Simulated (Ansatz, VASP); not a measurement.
Co in VASP and in Ansatz

INCAR

```
SYSTEM = Co
PREC     = Accurate       ! precision mode
ENCUT    = 600            ! plane-wave cutoff, eV
EDIFF    = 1E-6           ! SCF threshold, eV
ISMEAR   = -1             ! smearing method
SIGMA    = 0.05           ! smearing width, eV
LREAL    = .FALSE.        ! projectors in reciprocal space
LASPH    = .TRUE.         ! aspherical terms in the spheres
NELM     = 150            ! most SCF steps
ALGO     = Normal         ! electronic algorithm
ISIF     = 3              ! what is computed and relaxed
LWAVE    = .FALSE.        ! write WAVECAR
LCHARG   = .FALSE.        ! write CHGCAR
ISPIN    = 2              ! spin polarisation
MAGMOM   = 1.7 1.7 1.7    ! initial moments
LORBIT   = 11             ! projections on sites
LMAXMIX  = 4              ! l up to which the mixer works
GGA      = PS             ! functional
IBRION   = 2              ! ionic algorithm
NSW      = 80             ! ionic steps
EDIFFG   = -0.01          ! ionic threshold
```

The input KPOINTS:

```
regular mesh
0
G
  9 9 13
  0 0 0
```

File POSCAR:

```
Co
1.0
    3.9701439143      0.0000000000      0.0000000000
   -1.9850719572      3.4382454865      0.0000000000
    0.0000000000      0.0000000000      2.4336982195
Co
3
Direct
    0.0000000000      0.0000000000      0.0000000000
    0.3333333333      0.6666666667      0.5000000000
    0.6666666667      0.3333333333      0.5000000000
```

Input for Ansatz:

```yaml
crystal:
  lattice:
    - [3.9701439143, 0.0, 0.0]
    - [-1.9850719572, 3.4382454865, 0.0]
    - [0.0, 0.0, 2.4336982195]
  atoms:
    - { symbol: Co, position: [0.0, 0.0, 0.0], spin: 1.7 }
    - { symbol: Co, position: [0.3333333333, 0.6666666667, 0.5], spin: 1.7 }
    - { symbol: Co, position: [0.6666666667, 0.3333333333, 0.5], spin: 1.7 }
hamiltonian:
  xc: pbesol
  pseudopotentials:
    kind: paw
    azcp:
      Co: "pseudopotentials/Co.paw.azcp"
basis:
  ecutwfc: 420
  fft_grid_basis: typed
kpoints:
  mp_grid: { grid: [9, 9, 13], shift: [0, 0, 0] }
magnetization:
  spin_polarized: true
scf:
  occupations: { method: fermi_dirac, width: 0.05 }
relax:
  max_steps: 60
  f_tol: 0.01
  cell: {}
output:
  write_density: true
  write_potential: true
  elf: true
  volumetric_format: npy
```

Alike in both runs: task relaxation of cell and atoms; functional PBEsol; k mesh 9 × 9 × 13; occupations fermi-dirac, width 0.05 eV; collinear spin.

```csv
,VASP,Ansatz
version,VASP 6.6.1,Ansatz 0.2.0
potentials or method,"VASP PAW PBE potentials, release 64 (Co), cutoff 600 eV","plane waves (420 eV) with PAW, scalar-relativistic"
valence electrons in the cell,27,51
```

VASP gave:

* net moment per atom (μB): 1.63
* size of the moment on the site where the two differ most (μB): 1.60
* relaxed volume (Å³/atom): 10.52
* relaxed cell length with the largest relative difference (Å): 3.895

**Question.** What did Ansatz give for the same quantities?

**Answer.** net moment per atom (μB): 1.63; size of the moment on the site where the two differ most (μB): 1.66; relaxed volume (Å³/atom): 10.57; relaxed cell length with the largest relative difference (Å): 3.902.

VASP's potentials were made for PBE, not for PBEsol, and Ansatz warns of the same on its side. Site moments also hang on the region over which each program counts them. VASP's potentials hold 27 valence electrons a cell and Ansatz's 51, so a difference there can come from the potentials and not from the codes.
